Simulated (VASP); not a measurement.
Wanted: the native input for a VASP 6.6.1 run.

| Quantity | Value |
| --- | --- |
| Task | single point |
| Functional | r2SCAN |
| Potentials or basis | VASP PAW PBE potentials, release 64 (Cd, As, Ge_d) |
| Cutoff | 520 eV |
| k mesh | 6 × 6 × 4 |
| Occupations | fermi-dirac, width 0.02 eV |
| Spin | no spin polarisation |
| Dipole correction | no |
| Further INCAR settings | ALGO = Normal; EDIFF = 1e-06; NBANDS = 26 |

Crystal: CdGeAs2.

```
Cd As Ge
1.0
     4.15632    0.00000    0.00000
     0.00000    4.15632    0.00000
     0.00000    0.00000    6.23832
Cd As Ge
1 2 1
Direct
  0.00000 0.00000 0.00000
  0.00000 0.50000 0.26723
  0.50000 0.00000 0.73277
  0.50000 0.50000 0.50000
```

The input as run:

POSCAR

```
CdGeAs2
1.0
    4.1563208700      0.0000000000      0.0000000000
    0.0000000000      4.1563208700      0.0000000000
    0.0000000000      0.0000000000      6.2383188646
Cd As Ge
1 2 1
Direct
    0.0000000000      0.0000000000      0.0000000000
    0.0000000000      0.5000000000      0.2672334428
    0.5000000000      0.0000000000      0.7327665572
    0.5000000000      0.5000000000      0.5000000000
```

INCAR.step1

```
SYSTEM = CdGeAs2
PREC = Accurate
ENCUT = 520
ISMEAR = -1
SIGMA = 0.02
LREAL = .FALSE.
LASPH = .TRUE.
NELM = 100
NBANDS = 26
GGA = PE
ALGO = Normal
EDIFF = 1E-4
LWAVE = .TRUE.
LCHARG = .FALSE.
```

INCAR.step2

```
SYSTEM = CdGeAs2
PREC = Accurate
ENCUT = 520
EDIFF = 1E-6
ISMEAR = -1
SIGMA = 0.02
LREAL = .FALSE.
LASPH = .TRUE.
NELM = 100
ALGO = Normal
ISIF = 2
LWAVE = .FALSE.
LCHARG = .TRUE.
METAGGA = R2SCAN
LMIXTAU = .TRUE.
LELF = .TRUE.
LVHAR = .TRUE.
NBANDS = 26
ISTART = 1
```

KPOINTS

```
Automatic mesh
0
G
  6 6 4
  0 0 0
```

Potentials or basis: VASP PAW PBE potentials, release 64 (Cd, As, Ge_d).

The run is started by

```sh
$ cat potpaw_PBE.64/Cd/POTCAR potpaw_PBE.64/As/POTCAR potpaw_PBE.64/Ge_d/POTCAR > POTCAR
$ cp INCAR.step1 INCAR
$ mpirun -np 1 vasp_std > vasp.out
$ cp INCAR.step2 INCAR
$ mpirun -np 1 vasp_std > vasp.out
```

Results of the run:

The pressure is -3.0 GPa, the largest force is 0.020 eV/Å and the band gap on the k mesh is zero (bands 18 and 19 overlap by 0.27 eV).

Caveat: the cell stands under tension; semilocal functionals underestimate gaps, and a narrow one can read as zero; the PAW data sets were made with another functional, which shifts forces and pressure a little.

Run time: 8.3 min on 1 thread of Oxide Virtual Turin-like Processor, with other jobs on the host, peak memory 0.24 GiB.
